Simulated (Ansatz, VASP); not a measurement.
**Two plane-wave programs on BN**

```
B N
1.0
     2.56597    0.00000    0.00000
    -1.28298    2.22219    0.00000
     0.00000    0.00000    4.19781
B N
2 2
Direct
  0.33333 0.66667 0.99963
  0.66667 0.33333 0.49963
  0.33333 0.66667 0.37437
  0.66667 0.33333 0.87437
```

Change from the starting cell: strained cell.

Alike in both runs: functional PBEsol; k mesh 9 × 9 × 6; occupations gaussian, width 0.02 eV; no spin polarisation.

Ansatz relaxed the structure, and its values are those at the end. VASP's run is a single point on that final structure, the one shown.

```csv
,VASP,Ansatz
version,VASP 6.6.1,Ansatz 0.2.0
potentials or method,"VASP PAW PBE potentials, release 64 (B, N), cutoff 520 eV","scalar-relativistic, plane waves, PAW"
valence electrons in the cell,16,16
```

VASP gave:

```
gap on the k mesh at the Fermi level (eV) : 5.03
least direct gap on the mesh (eV)         : 8.07
pressure (GPa)                            : -6.2
```

Task: Which values does Ansatz return?

Result: gap on the k mesh at the Fermi level (eV): 5.04; least direct gap on the mesh (eV): 8.07; pressure (GPa): -6.9.

VASP's potentials were made for PBE, not for PBEsol, and Ansatz warns of the same on its side. Ansatz's warnings: stress scf threshold loose.
